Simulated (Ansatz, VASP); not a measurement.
**Two plane-wave programs on HgTe**

```
Hg Te
1.0
     3.79034    0.00000    0.00000
     0.00000    3.79034    0.00000
     0.00000    0.00000    3.79034
Hg Te
1 1
Direct
  0.00000 0.00000 0.00000
  0.50000 0.50000 0.50000
```

Alike in both runs: task single point; functional r2SCAN; k mesh 4 × 4 × 4; occupations fermi-dirac, width 0.02 eV; no spin polarisation.

|  | VASP | Ansatz |
| --- | --- | --- |
| version | VASP 6.6.1 | Ansatz 0.2.0 |
| potentials or method | VASP PAW PBE potentials, release 64 (Hg, Te) | plane waves, PAW |
| plane-wave cutoff (eV) | 520 | 500 |
| valence electrons in the cell | 18 | 36 |

```tsv
	VASP	Ansatz	Ansatz less VASP
pressure (GPa)	0.2	0.1	-0.11
```

VASP's potentials were made for PBE, not for r2SCAN. VASP's potentials hold 18 valence electrons a cell and Ansatz's 36, so a difference there can come from the potentials and not from the codes.

The k mesh is coarse, so the values compare programs but aren't converged. Neither program's run includes spin-orbit coupling.
